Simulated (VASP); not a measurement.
Crystal: Ca.

```
Ca
1.0
     0.00000    2.80050    2.80050
     2.80050    0.00000    2.80050
     2.80050    2.80050    0.00000
Ca
1
Cartesian
  0.0000 0.0000 0.0000
```

* Program: VASP 6.6.1
* Task: relaxation of cell and atoms
* Functional: LDA
* Potentials or basis: VASP PAW LDA potentials, release 64 (Ca_sv)
* Cutoff: 600 eV
* k mesh: 18 × 18 × 18
* Occupations: gaussian, width 0.1 eV
* Spin: no spin polarisation

At the start: pressure -2.2 GPa; volume 43.93 Å³/atom.

Problem. How do energy, volume and symmetry change on relaxing?

Solution. Over 10 steps the energy falls by 44.2 meV/atom and the volume is 38.05 Å³/atom (-13.4 %); space group Fm-3m (No. 225, to 0.1 Å) before and after.

Step by step:
| step | energy change (eV) | largest force (eV/Å) | pressure (GPa) | volume (Å³) |
| --- | --- | --- | --- | --- |
| 1 | 0.0000 | 0.0000 | -2.19 | 43.93 |
| 2 | -0.0374 | 0.0000 | -0.96 | 40.22 |
| 3 | -0.0441 | 0.0000 | -0.13 | 38.33 |
| 4 | -0.0442 | 0.0000 | -0.03 | 38.07 |
| 5 | -0.0442 | 0.0000 | 0.03 | 37.95 |
| 6 | -0.0442 | 0.0000 | 0.04 | 38.00 |
| 7 | -0.0442 | 0.0000 | -0.04 | 38.15 |
| 8 | -0.0442 | 0.0000 | -0.03 | 38.08 |
| 9 | -0.0442 | 0.0000 | 0.02 | 38.04 |
| 10 | -0.0442 | 0.0000 | 0.00 | 38.05 |

Final structure:
```
Ca
1.0
     0.00000    2.66968    2.66968
     2.66968    0.00000    2.66968
     2.66968    2.66968    0.00000
Ca
1
Cartesian
  0.0000 0.0000 0.0000
```
